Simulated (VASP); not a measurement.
Runs of VASP 6.6.1 on Ag. The structure is that of space group P6_3/mmc (No. 194), or close to it. The cells are those of the table. This isn't the form of Ag at room conditions, which is fcc.

```tsv
cell	k mesh	gap on the mesh (eV)	pressure (GPa)
a = 3.040, b = 3.040, c = 10.032 Å, angles 90.0, 90.0, 120.0°, 4 atoms	14 × 14 × 4	none	(a)
a = 3.001, b = 3.001, c = 9.902 Å, angles 90.0, 90.0, 120.0°, 4 atoms	14 × 14 × 4	none	0.2
a = 2.875, b = 2.875, c = 9.489 Å, angles 90.0, 90.0, 120.0°, 4 atoms	14 × 14 × 4	none	(b)
a = 2.918, b = 2.918, c = 9.630 Å, angles 90.0, 90.0, 120.0°, 4 atoms	14 × 14 × 4	none	7.6
a = 2.960, b = 2.960, c = 9.768 Å, angles 90.0, 90.0, 120.0°, 4 atoms	14 × 14 × 4	none	3.4
a = 3.001, b = 3.001, c = 9.902 Å, angles 90.0, 90.0, 120.0°, 4 atoms	13 × 13 × 3	none	0.1
```

Alike in all rows: task single point; level BLYP; potentials or basis VASP PAW PBE potentials, release 64 (Ag); no spin polarisation; cutoff (eV) 520; smearing fermi-dirac 0.1 eV.

Problem. Fill in the values left out.

Solution. (a) -2.3; (b) 13.0.

Caveats: the PAW data sets were made with another functional, which shifts forces and pressure a little; the cell stands under pressure (at least some runs).

A k mesh can miss the band edges, and the runs leave out spin-orbit coupling on Ag.

A gap of «none» marks levels without a gap at the run's occupations.
